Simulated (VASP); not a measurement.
Write the native input for VASP 6.6.1 that does the following.

```
Task                   : single point
Functional             : PBE
Potentials or basis    : VASP PAW PBE potentials, release 64 (Rh_pv)
Cutoff                 : 520 eV
k mesh                 : 15 × 15 × 15
Occupations            : gaussian, width 0.2 eV
Spin                   : no spin polarisation
Dipole correction      : no
Further INCAR settings : ALGO = Normal; EDIFF = 1e-06; NBANDS = 14
```

The structure of Rh lies in POSCAR:

```
Rh
1.0
    0.0000000000      1.8978500000      1.8978500000
    1.8978500000      0.0000000000      1.8978500000
    1.8978500000      1.8978500000      0.0000000000
Rh
1
Direct
    0.0000000000      0.0000000000      0.0000000000
```

These files were run (other wordings do the same):

INCAR

```
SYSTEM = Rh
ALGO = Normal
EDIFF = 1E-6
ENCUT = 520
GGA = PE
ISIF = 2
ISMEAR = 0
LASPH = .True.
LCHARG = .False.
LREAL = .False.
LWAVE = .False.
NBANDS = 14
NELM = 100
PREC = Accurate
SIGMA = 0.2
```

KPOINTS

```
k-points
0
Gamma
  15 15 15
  0 0 0
```

Potentials or basis: VASP PAW PBE potentials, release 64 (Rh_pv).

The run is started by

```bash
$ cat potpaw_PBE.64/Rh_pv/POTCAR > POTCAR
$ mpirun -np 1 vasp_std > vasp.out
```

Results of the run:

```json
{
  "Pressure": "7.8 GPa"
}
```

It took 34 s on 1 thread of Intel Xeon 8259CL, on a shared host, peak memory 0.14 GiB.
